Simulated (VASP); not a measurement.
# BN (Fmm2) in VASP: further runs, part 2 of 2

VASP 6.6.1. The steps go on from the part before.

## (3) Single point, PBE+D3(BJ)

This run uses another cell than the first one: it holds 2 atoms, not 24.

Contents of INCAR:

```
SYSTEM = BN
  PREC = Accurate
  ENCUT = 520
  EDIFF = 1E-6
  ISMEAR = 0
  SIGMA = 0.05
  LREAL = .False.
  LASPH = .True.
  NELM = 60
  ALGO = Normal
  ISIF = 2
  LWAVE = .False.
  LCHARG = .False.
  GGA = PE
  IVDW = 12
  NBANDS = 11
```

Contents of KPOINTS:

```
regular mesh
0
Gamma
  12 12 12
  0 0 0
```

Contents of POSCAR:

```
BN
1.0
    0.0000000000      3.3394821895      2.1688319106
    1.2538424675      0.0000000000      2.1688319106
    1.2538424675      3.3394821895      0.0000000000
B N
1 1
Direct
    0.0001068737      0.0001068737      0.9998931263
    0.6665931163      0.6665931163      0.3334068837
```

Potentials or basis: VASP PAW PBE potentials, release 64 (B, N).

Command:

```sh
> cat potpaw_PBE.64/B/POTCAR potpaw_PBE.64/N/POTCAR > POTCAR
> mpirun -np 1 vasp_std > vasp.out
```

OUTCAR:

```text
SYSTEM = BN
   PREC = Accurate
   ENCUT = 520
   EDIFF = 1E-6
   ISMEAR = 0
   LREAL = .False.
   LASPH = .True.
   NELM = 60
   ISIF = 2
   GGA = PE
   IVDW = 12
 IVDW          = 12

 ion  position               nearest neighbor table
   1  0.000  0.000  1.000-   2 1.45   2 1.45   2 1.45
   2  0.667  0.667  0.333-   1 1.45   1 1.45   1 1.45

  LATTYP: Found a face centered orthorhombic cell.
 ALAT       =     2.5076849350
 B/A-ratio  =     1.7297483271
 C/A-ratio  =     2.6633985338

  Lattice vectors:

 A1 = (   0.0000000000,   3.3394821895,   2.1688319106)
 A2 = (  -1.2538424675,   3.3394821895,   0.0000000000)
 A3 = (  -1.2538424675,   0.0000000000,   2.1688319106)

Analysis of symmetry for initial positions (statically):
=====================================================================
 Subroutine PRICEL returns:
 Original cell was already a primitive cell.

 Routine SETGRP: Setting up the symmetry group for a
 face centered orthorhombic supercell.

 Subroutine GETGRP returns: Found  4 space group operations
 (whereof  4 operations were pure point group operations)
 out of a pool of  8 trial point group operations.

The static configuration has the point symmetry C_2v.

Analysis of symmetry for dynamics (positions and initial velocities):
=====================================================================
 Subroutine PRICEL returns:
 Original cell was already a primitive cell.

 Routine SETGRP: Setting up the symmetry group for a
 face centered orthorhombic supercell.

 Subroutine GETGRP returns: Found  4 space group operations
 (whereof  4 operations were pure point group operations)
 out of a pool of  8 trial point group operations.

The dynamic configuration has the point symmetry C_2v.

 Subroutine INISYM returns: Found  4 space group operations
 (whereof  4 operations are pure point group operations),
 and found     1 'primitive' translations

----------------------------------------------------------------------------------------

                                     Primitive cell

[... 120 lines left out ...]
   LRPA    =     F    only Hartree local field effects (RPA)
 non-spin polarized calculation
 Gauss-broadening in eV      SIGMA  =   0.05
  energy-cutoff  :      520.00
  volume of cell :       18.16
 maximum number of plane-waves:       505
 NGX is ok and might be reduce to    30

 number of electron       8.0000000 magnetization

 Free energy of the ion-electron system (eV)
  ---------------------------------------------------
  ext. energy  EPLUGINS =         0.00000000
  ---------------------------------------------------
  free energy    TOTEN  =       -17.57569162 eV

  energy without entropy =      -17.57569162  energy(sigma->0) =      -17.57569162

 E-fermi :   2.6185     XC(G=0): -10.0340

 val. band max:        2.3372311004   @ k =   0.5000  -0.3333   0.1667
 cond. band min:       5.9895028471   @ k =   0.0000   0.5000   0.5000
 fundamental gap:      3.6522717468
 Fermi energy:         2.6184713963

 k-point     1 :       0.0000    0.0000    0.0000
  band No.  band energies     occupation
      1     -15.5643      2.00000
      2      -1.9026      2.00000
      3       0.9009      2.00000
      4       0.9046      2.00000
      5       7.4205      0.00000
      6      13.7812      0.00000
      7      13.8787      0.00000
      8      15.3401      0.00000
      9      16.8873      0.00000
     10      27.8947      0.00000
     11      30.1450      0.00000
[... 309 lines left out ...]
 k-point    24 :      -0.4167    0.1667    0.0000
  band No.  band energies     occupation
      1     -12.1044      2.00000
      2      -6.3346      2.00000
      3      -3.2504      2.00000
      4       1.6735      2.00000
      5       7.0278      0.00000
      6      13.8055      0.00000
      7      15.8521      0.00000
      8      17.7796      0.00000
      9      21.0734      0.00000
     10      23.1329      0.00000
     11      25.0514      0.00000

 [... further k-points ...]

------------------------ aborting loop because EDIFF is reached ----------------------------------------

 Edisp (eV)   -0.27996

 E8    (eV) :    -0.0820

  FORCE on cell =-STRESS in cart. coord.  units (eV):
  Direction    XX          YY          ZZ          XY          YZ          ZX
  --------------------------------------------------------------------------------------
  -------------------------------------------------------------------------------------
  Total       0.01943    -0.01807     0.01925     0.00000     0.00000     0.00000
  in kB       1.71364    -1.59363     1.69813     0.00000     0.00000     0.00000
  external pressure =        0.61 kB  Pullay stress =        0.00 kB

 VOLUME and BASIS-vectors are now :
 -----------------------------------------------------------------------------
  energy-cutoff  :      520.00
  volume of cell :       18.16
      direct lattice vectors                 reciprocal lattice vectors
     0.000000000  3.339482189  2.168831911    -0.398774179  0.149723811  0.230538843
     1.253842467  0.000000000  2.168831911     0.398774179 -0.149723811  0.230538843
     1.253842467  3.339482189  0.000000000     0.398774179  0.149723811 -0.230538843

 POSITION                                       TOTAL-FORCE (eV/Angst)
 -----------------------------------------------------------------------------------
      1.25384      3.33948      0.00046         0.000000      0.000000      0.000115
      1.25384      3.33948      2.89146         0.000000      0.000000     -0.000115
 -----------------------------------------------------------------------------------
    total drift:                                0.000003      0.000006     -0.000011

  FREE ENERGIE OF THE ION-ELECTRON SYSTEM (eV)
  ---------------------------------------------------
  free  energy   TOTEN  =       -17.8556520387 eV

  energy  without entropy=      -17.8556520387  energy(sigma->0) =      -17.85565204
```

It took 61 s on 1 thread of AMD EPYC 9R45 (Zen 5), shared host; peak memory 0.15 GiB.

What came out:

- Free energy: -17.8557 eV
- Pressure: 0.1 GPa
- Band gap on the k mesh: 3.65 eV, indirect (least direct gap 4.53 eV)
- Dispersion energy per atom: -0.140 eV

Stress tensor (GPa, compression positive):
```
 0.17  0.00  0.00
 0.00 -0.16  0.00
 0.00  0.00  0.17
```

A k mesh can miss the band edges. PBE gaps usually lie below the measured ones, often by a third to a half.
